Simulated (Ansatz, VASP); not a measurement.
Two plane-wave programs on Re

INCAR

```
SYSTEM = Re
PREC     = Accurate       ! precision mode
ENCUT    = 560            ! plane-wave cutoff, eV
EDIFF    = 1E-6           ! SCF threshold, eV
ISMEAR   = -1             ! smearing method
SIGMA    = 0.2            ! smearing width, eV
LREAL    = .FALSE.        ! projectors in reciprocal space
LASPH    = .TRUE.         ! aspherical terms in the spheres
NELM     = 120            ! most SCF steps
ALGO     = Normal         ! electronic algorithm
ISIF     = 2              ! what is computed and relaxed
LWAVE    = .FALSE.        ! write WAVECAR
LCHARG   = .TRUE.         ! write CHGCAR
LELF     = .TRUE.         ! ELF
LVHAR    = .TRUE.       
NBANDS   = 22             ! bands
GGA_COMPAT= .FALSE.
```

KPOINTS

```
Automatic mesh
0
G
  13 13 7
  0 0 0
```

The input POSCAR:

```
Re
1.0
    2.7391880258      0.0000000000      0.0000000000
   -1.3695940129      2.3722064161      0.0000000000
    0.0000000000      0.0000000000      4.4118668232
Re
2
Direct
    0.3333333333      0.6666666667      0.2500000000
    0.6666666667      0.3333333333      0.7500000000
```

Input for Ansatz:

```yaml
crystal:
  lattice:
    - [2.7391880258, 0.0, 0.0]
    - [-1.3695940129, 2.3722064161, 0.0]
    - [0.0, 0.0, 4.4118668232]
  atoms:
    - { symbol: Re, position: [0.3333333333, 0.6666666667, 0.25] }
    - { symbol: Re, position: [0.6666666667, 0.3333333333, 0.75] }
hamiltonian:
  xc: lda
  pseudopotentials:
    kind: paw
    azcp:
      Re: "pseudopotentials/Re.paw.azcp"
basis:
  ecutwfc: 420
  fft_grid_basis: typed
kpoints:
  mp_grid: { grid: [13, 13, 7], shift: [0, 0, 0] }
magnetization:
  spin_polarized: false
scf:
  occupations: { method: fermi_dirac, width: 0.2 }
  lower_state_search: "off"
output:
  stress: true
```

Alike in both runs: task single point; functional LDA; k mesh 13 × 13 × 7; occupations fermi-dirac, width 0.2 eV; no spin polarisation.

|  | VASP | Ansatz |
| --- | --- | --- |
| version | VASP 6.6.1 | Ansatz 0.2.0 |
| potentials or method | VASP PAW LDA potentials, release 64 (Re_sv_GW), cutoff 560 eV | plane waves (420 eV) with PAW, scalar-relativistic |
| valence electrons in the cell | 30 | 30 |

```tsv
	VASP	Ansatz	Ansatz less VASP
pressure (GPa)	0.6	0.6	+0.04
traceless stress, the component that is largest in VASP (GPa)	-0.55	-0.50	+0.051
```

Ansatz warns that its potentials were made for another functional, while VASP's fit it. LDA's correlation is that of Perdew and Zunger in VASP and of Perdew and Wang (1992) in Ansatz.

Spin-orbit coupling is off throughout.
